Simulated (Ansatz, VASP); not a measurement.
GaN: VASP beside Ansatz

```
Ga N
1.0
     3.21840    0.00000    0.00000
    -1.60920    2.78721    0.00000
     0.00000    0.00000    5.24309
Ga N
2 2
Direct
  0.66667 0.33333 0.49914
  0.33333 0.66667 0.99914
  0.66667 0.33333 0.87586
  0.33333 0.66667 0.37586
```

Alike in both runs: functional PBE; k mesh 12 × 12 × 6; occupations gaussian, width 0.02 eV; no spin polarisation.

Ansatz relaxed the structure, and its values are those at the end. VASP's run is a single point on that final structure, the one shown.

|  | VASP | Ansatz |
| --- | --- | --- |
| version | VASP 6.6.1 | Ansatz 0.2.0 |
| potentials or method | VASP PAW PBE potentials, release 64 (Ga_d, N), cutoff 520 eV | scalar-relativistic, plane waves, PAW |
| valence electrons in the cell | 36 | 36 |

Ansatz gave:

| Quantity | Value |
| --- | --- |
| gap on the k mesh at the Fermi level (eV) | 1.71 |
| least direct gap on the mesh (eV) | 1.71 |
| pressure (GPa) | 0.0 |

Problem. Which values does VASP return?

Solution. gap on the k mesh at the Fermi level (eV): 1.72; least direct gap on the mesh (eV): 1.72; pressure (GPa): 0.1.
